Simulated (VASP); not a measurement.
# BaTiO3 (Pm-3m) in VASP: single point with r2SCAN

Aim: the single point of BaTiO3 with r2SCAN.

Program: VASP 6.6.1. These are calculated values, not measurements. Logs are shortened: lines on timing, memory, paths and dates and some standing lists are left out, and cuts for length are marked.

## 1. The cell of the first run

The structure is cubic, space group Pm-3m (No. 221). The conventional cell has a = 4.010 Å, b = 4.010 Å, c = 4.010 Å, α = 90.00°, β = 90.00°, γ = 90.00°. Within 3.7 Å of Ba (site symmetry m-3m) lie 12 O at 2.84 Å and 8 Ti at 3.47 Å. Within 2.7 Å of Ti (site symmetry m-3m) lie 6 O at 2.00 Å. Within 2.7 Å of O (site symmetry 4/mmm) lie 2 Ti at 2.00 Å.

## 2. Single point, r2SCAN

Contents of POSCAR:

```
BaTiO3
1.0
    4.0097890500      4.0097890500      0.0000000000
    0.0000000000      4.0097890500      4.0097890500
    4.0097890500      0.0000000000      4.0097890500
Ba Ti O
2 2 6
Direct
    0.2500000000      0.2500000000      0.2500000000
    0.7500000000      0.7500000000      0.7500000000
    0.0000000000      0.0000000000      0.0000000000
    0.5000000000      0.5000000000      0.5000000000
    0.2500000000      0.7500000000      0.2500000000
    0.7500000000      0.2500000000      0.7500000000
    0.2500000000      0.2500000000      0.7500000000
    0.7500000000      0.7500000000      0.2500000000
    0.2500000000      0.7500000000      0.7500000000
    0.7500000000      0.2500000000      0.2500000000
```

Contents of INCAR.step1:

```
SYSTEM = BaTiO3
  PREC = Accurate
  ENCUT = 520
  ISMEAR = 1
  SIGMA = 0.1215
  LREAL = .FALSE.
  LASPH = .TRUE.
  NELM = 60
  NBANDS = 51
  GGA = PE
  ALGO = Normal
  EDIFF = 1E-4
  LWAVE = .TRUE.
  LCHARG = .FALSE.
```

Contents of INCAR.step2:

```
SYSTEM = BaTiO3
  PREC = Accurate
  ENCUT = 520
  EDIFF = 1E-6
  ISMEAR = 1
  SIGMA = 0.1215
  LREAL = .FALSE.
  LASPH = .TRUE.
  NELM = 60
  ALGO = Normal
  ISIF = 2
  LWAVE = .FALSE.
  LCHARG = .TRUE.
  METAGGA = R2SCAN
  LMIXTAU = .TRUE.
  LELF = .TRUE.
  LVHAR = .TRUE.
  NBANDS = 51
  ISTART = 1
```

Contents of KPOINTS:

```
regular mesh
0
G
  6 6 6
  0 0 0
```

Potentials or basis: VASP PAW PBE potentials, release 64 (Ba_sv, Ti_sv, O).

On the command line:

```bash
$ cat potpaw_PBE.64/Ba_sv/POTCAR potpaw_PBE.64/Ti_sv/POTCAR potpaw_PBE.64/O/POTCAR > POTCAR
$ cp INCAR.step1 INCAR
$ mpirun -np 1 vasp_std > vasp.out
$ cp INCAR.step2 INCAR
$ mpirun -np 1 vasp_std > vasp.out
```

OUTCAR:

```text
SYSTEM = BaTiO3
   PREC = Accurate
   ENCUT = 520
   EDIFF = 1E-6
   ISMEAR = 1
   LREAL = .FALSE.
   LASPH = .TRUE.
   NELM = 60
   ISIF = 2
   METAGGA = R2SCAN
   ISTART = 1

 ion  position               nearest neighbor table
   1  0.250  0.250  0.250-   5 2.84   7 2.84  10 2.84   6 2.84   7 2.84   9 2.84   5 2.84   8 2.84
                             9 2.84   6 2.84   8 2.84  10 2.84   4 3.47   3 3.47   3 3.47   4 3.47
   2  0.750  0.750  0.750-   6 2.84   8 2.84   9 2.84   5 2.84   8 2.84  10 2.84   6 2.84   7 2.84
                            10 2.84   5 2.84   7 2.84   9 2.84   3 3.47   4 3.47   4 3.47   3 3.47
   3  0.000  0.000  0.000-   5 2.00   6 2.00   7 2.00   8 2.00   9 2.00  10 2.00   2 3.47   2 3.47
                             1 3.47   2 3.47   2 3.47   1 3.47   1 3.47   1 3.47
   4  0.500  0.500  0.500-   5 2.00   6 2.00   7 2.00   8 2.00   9 2.00  10 2.00   1 3.47   1 3.47
                             1 3.47   2 3.47   1 3.47   2 3.47   2 3.47   2 3.47
   5  0.250  0.750  0.250-   3 2.00   4 2.00   1 2.84   2 2.84   1 2.84   2 2.84
   6  0.750  0.250  0.750-   3 2.00   4 2.00   2 2.84   1 2.84   2 2.84   1 2.84
   7  0.250  0.250  0.750-   3 2.00   4 2.00   1 2.84   1 2.84   2 2.84   2 2.84
   8  0.750  0.750  0.250-   3 2.00   4 2.00   2 2.84   2 2.84   1 2.84   1 2.84
   9  0.250  0.750  0.750-   3 2.00   4 2.00   2 2.84   1 2.84   1 2.84   2 2.84
  10  0.750  0.250  0.250-   3 2.00   4 2.00   1 2.84   2 2.84   2 2.84   1 2.84

  LATTYP: Found a face centered cubic cell.
 ALAT       =     8.0195781000

  Lattice vectors:

 A1 = (   4.0097890500,   4.0097890500,   0.0000000000)
 A2 = (   0.0000000000,   4.0097890500,   4.0097890500)
 A3 = (   4.0097890500,   0.0000000000,   4.0097890500)

Analysis of symmetry for initial positions (statically):
=====================================================================
 Subroutine PRICEL returns following result:

  LATTYP: Found a simple cubic cell.
 ALAT       =     4.0097890500

  Lattice vectors:

 A1 = (   0.0000000000,   0.0000000000,  -4.0097890500)
 A2 = (   0.0000000000,   4.0097890500,   0.0000000000)
 A3 = (   4.0097890500,   0.0000000000,   0.0000000000)

   2 primitive cells build up your supercell.

 Routine SETGRP: Setting up the symmetry group for a
 face centered cubic supercell.

 Subroutine GETGRP returns: Found 48 space group operations
 (whereof 48 operations were pure point group operations)
 out of a pool of 48 trial point group operations.

The static configuration has the point symmetry O_h .

Analysis of symmetry for dynamics (positions and initial velocities):
=====================================================================
 Subroutine PRICEL returns following result:

  LATTYP: Found a simple cubic cell.
 ALAT       =     4.0097890500

  Lattice vectors:

 A1 = (   0.0000000000,   0.0000000000,  -4.0097890500)
 A2 = (   0.0000000000,   4.0097890500,   0.0000000000)
 A3 = (   4.0097890500,   0.0000000000,   0.0000000000)

   2 primitive cells build up your supercell.

 Routine SETGRP: Setting up the symmetry group for a
 face centered cubic supercell.

 Subroutine GETGRP returns: Found 48 space group operations
 (whereof 48 operations were pure point group operations)
 out of a pool of 48 trial point group operations.

The dynamic configuration has the point symmetry O_h .

 Subroutine INISYM returns: Found 48 space group operations
 (whereof 48 operations are pure point group operations),
 and found     2 'primitive' translations

----------------------------------------------------------------------------------------

                                     Primitive cell

  volume of cell :      64.4710

  direct lattice vectors                    reciprocal lattice vectors
     0.000000000  0.000000000 -4.009789050     0.000000000  0.000000000 -0.249389678
     0.000000000  4.009789050  0.000000000     0.000000000  0.249389678  0.000000000
     4.009789050  0.000000000  0.000000000     0.249389678  0.000000000  0.000000000

  length of vectors
     4.009789050  4.009789050  4.009789050     0.249389678  0.249389678  0.249389678

  position of ions in fractional coordinates (direct lattice)
     0.500000000  0.500000000  0.500000000
     0.000000000  0.000000000  0.000000000
     1.000000000  0.000000000  0.500000000
     1.000000000  0.500000000  0.000000000
     0.500000000  0.000000000  0.000000000

  ion indices of the primitive-cell ions
   primitive index   ion index
                 1           1
                 2           3
                 3           5
                 4           7
                 5          10

----------------------------------------------------------------------------------------

 KPOINTS: regular mesh

Automatic generation of k-mesh.
 Grid dimensions read from file:
 generate k-points for:    6    6    6

 Generating k-lattice:

  Cartesian coordinates                     Fractional coordinates (reciprocal lattice)
     0.020782473  0.020782473 -0.020782473     0.166666667  0.000000000  0.000000000
    -0.020782473  0.020782473  0.020782473     0.000000000  0.166666667  0.000000000
     0.020782473 -0.020782473  0.020782473     0.000000000  0.000000000  0.166666667

  Length of vectors
     0.035996299  0.035996299  0.035996299

  Shift w.r.t. Gamma in fractional coordinates (k-lattice)
     0.000000000  0.000000000  0.000000000

 Subroutine IBZKPT returns following result:
 ===========================================

 Found     16 irreducible k-points:

 Following reciprocal coordinates:
            Coordinates               Weight
  0.000000  0.000000  0.000000      1.000000
  0.166667  0.000000  0.000000      8.000000
  0.333333  0.000000  0.000000      8.000000
  0.500000  0.000000  0.000000      4.000000
  0.166667  0.166667  0.000000      6.000000
  0.333333  0.166667  0.000000     24.000000
[... 8 lines left out ...]
 -0.333333  0.333333  0.166667     24.000000
 -0.333333  0.500000  0.166667     12.000000
   k-points           NKPTS =     16   k-points in BZ     NKDIM =     16   number of bands    NBANDS=     51
   number of dos      NEDOS =    301   number of ions     NIONS =     10
   total plane-waves  NPLWV =  74088
   dimension x,y,z NGX =    42 NGY =   42 NGZ =   42
   dimension x,y,z NGXF=    84 NGYF=   84 NGZF=   84
   ions per type =               2   2   6
   NGX,Y,Z   is equivalent  to a cutoff of  12.31, 12.31, 12.31 a.u.
   NGXF,Y,Z  is equivalent  to a cutoff of  24.63, 24.63, 24.63 a.u.
 SYSTEM =  BaTiO3
   PREC   = accura    normal or accurate (medium, high low for compatibility)
   ISTART =      1    job   : 0-new  1-cont  2-samecut
   ICHARG =      0    charge: 1-file 2-atom 10-const
   ISPIN  =      1    spin polarized calculation?
   LNONCOLLINEAR =      F non collinear calculations
   LSORBIT =      F    spin-orbit coupling
   LASPH  =      T    aspherical Exc in radial PAW
   ENCUT  =  520.0 eV  38.22 Ry    6.18 a.u.  10.54 10.54 10.54*2*pi/ulx,y,z
   NELM   =     60;   NELMIN=  2; NELMDL=  0     # of ELM steps
   EDIFF  = 0.1E-05   stopping-criterion for ELM
   LREAL  =      F    real-space projection
   EDIFFG = 0.1E-04   stopping-criterion for IOM
   NSW    =      0    number of steps for IOM
   IBRION =     -1    ionic relax: 0-MD 1-quasi-New 2-CG
   NFREE  =      0    steps in history (QN), initial steepest desc. (CG)
   ISIF   =      2    stress and relaxation
   ISYM   =      2    0-nonsym 1-usesym 2-fastsym
   POTIM  = 0.5000    time-step for ionic-motion
   TEBEG  =    0.0;   TEEND  =   0.0 temperature during run
   PSTRESS=    0.0 pullay stress
   NELECT =      80.0000    total number of electrons
   NUPDOWN=      -1.0000    fix difference up-down
   EMIN   =  10.00;   EMAX   =-10.00  energy-range for DOS
   EFERMI =   0.00;   METHOD = LEGACY
   ISMEAR =     1;   SIGMA  =   0.12  broadening in eV -4-tet -1-fermi 0-gaus
   EFERMI_NEDOS =   21; number of points for ismear=-14 and -15
   IALGO  =     38    algorithm
   IMIX   =      4    mixing-type and parameters
     AMIX     =   0.40;   BMIX     =  1.00
     AMIX_MAG =   1.60;   BMIX_MAG =  1.00
  volume/ion in A,a.u.               =      12.89        87.01
  Fermi-wavevector in a.u.,A,eV,Ry     =   1.396283  2.638591 26.525985  1.949605
  Thomas-Fermi vector in A             =   2.519652
   LORBIT       =      0    0 simple, 1 ext, 2 COOP (PROOUT), +10 PAW based schemes
   METAGGA = R2SCAN    functional components
   LHFCALC =     F    Hartree Fock is set to
   AEXX    =    0.0000 exact exchange contribution
   IVDW    =     0    specifies the selected vdW correction
   LEPSILON=     F    determine dielectric tensor
   LRPA    =     F    only Hartree local field effects (RPA)
 non-spin polarized calculation
 Methfessel and Paxton  Order N= 1 SIGMA  =   0.12
  energy-cutoff  :      520.00
  volume of cell :      128.94
 maximum number of plane-waves:      3497
   NGX = 21   NGY = 21   NGZ = 21

 number of electron      80.0000017 magnetization

 Free energy of the ion-electron system (eV)
  ---------------------------------------------------
  ext. energy  EPLUGINS =         0.00000000
  ---------------------------------------------------
  free energy    TOTEN  =      -148.47057864 eV

  energy without entropy =     -148.47437536  energy(sigma->0) =     -148.47184421

 E-fermi :   3.5191     XC(G=0): -11.8887

 val. band max:        3.4896138155   @ k =   0.0000   0.0000   0.0000
 cond. band min:       5.6109995769   @ k =   0.0000   0.0000   0.0000
 fundamental gap:      2.1213857614
 Fermi energy:         3.5191081902

 k-point     1 :       0.0000    0.0000    0.0000
  band No.  band energies     occupation
      1     -55.4175      2.00000
      2     -55.4142      2.00000
      3     -30.6226      2.00000
      4     -30.6225      2.00000
      5     -30.6225      2.00000
      6     -30.5718      2.00000
[... 43 lines left out ...]
     50       9.0839      0.00000
     51      10.8764      0.00000
[... 808 lines left out ...]
     50      11.0410      0.00000
     51      11.4058      0.00000

------------------------ aborting loop because EDIFF is reached ----------------------------------------

  FORCE on cell =-STRESS in cart. coord.  units (eV):
  Direction    XX          YY          ZZ          XY          YZ          ZX
  --------------------------------------------------------------------------------------
  -------------------------------------------------------------------------------------
  Total       -0.1407059     -0.1407059     -0.1407059     -0.0000000      0.0000000      0.0000000
  in kB       -1.7483501     -1.7483501     -1.7483501     -0.0000000      0.0000000      0.0000000
  external PRESSURE =      -1.7483501 kB  Pullay stress =       0.0000000 kB

 VOLUME and BASIS-vectors are now :
 -----------------------------------------------------------------------------
  energy-cutoff  :      520.00
  volume of cell :      128.94
      direct lattice vectors                 reciprocal lattice vectors
     4.009789050  4.009789050  0.000000000     0.124694839  0.124694839 -0.124694839
     0.000000000  4.009789050  4.009789050    -0.124694839  0.124694839  0.124694839
     4.009789050  0.000000000  4.009789050     0.124694839 -0.124694839  0.124694839

 POSITION                                       TOTAL-FORCE (eV/Angst)
 -----------------------------------------------------------------------------------
      2.00489      2.00489      2.00489         0.000000      0.000000      0.000000
      6.01468      6.01468      6.01468         0.000000      0.000000     -0.000000
      0.00000      0.00000      0.00000        -0.000000      0.000000      0.000000
      4.00979      4.00979      4.00979         0.000000      0.000000     -0.000000
      2.00489      4.00979      4.00979         0.000000     -0.000000     -0.000000
      6.01468      4.00979      4.00979         0.000000     -0.000000     -0.000000
      4.00979      2.00489      4.00979        -0.000000      0.000000     -0.000000
      4.00979      6.01468      4.00979        -0.000000      0.000000      0.000000
      4.00979      4.00979      6.01468        -0.000000      0.000000      0.000000
      4.00979      4.00979      2.00489         0.000000      0.000000      0.000000
 -----------------------------------------------------------------------------------
    total drift:                                0.000000      0.000000     -0.000000

  FREE ENERGIE OF THE ION-ELECTRON SYSTEM (eV)
  ---------------------------------------------------
  free  energy   TOTEN  =      -148.4705786369 eV

  energy  without entropy=     -148.4743753636  energy(sigma->0) =     -148.47184421
```

It took 14 min on 1 thread of AMD EPYC 7R13, shared host; peak memory 0.31 GiB.

What came out:

| Quantity | Value |
| --- | --- |
| Free energy | -148.4706 eV |
| Pressure | -0.2 GPa |
| Band gap on the k mesh | 2.12 eV |

Levels at points of the mesh, in eV from the valence-band top:
| k point | band 38 | band 39 | band 40 | band 41 | band 42 | band 43 |
| --- | --- | --- | --- | --- | --- | --- |
| (0.00, 0.00, 0.00) | 0.00 | 0.00 | 0.00 | 2.12 | 2.12 | 2.12 |
| (0.50, 0.00, 0.00) | -0.73 | -0.59 | -0.59 | 3.51 | 3.51 | 3.52 |
| (0.50, 0.50, 0.00) | -0.75 | -0.75 | -0.09 | 2.27 | 3.82 | 3.82 |

Caveat: the PAW data sets were made with another functional, which shifts forces and pressure a little; spin-orbit coupling is left out, which moves the levels of the heavy elements.
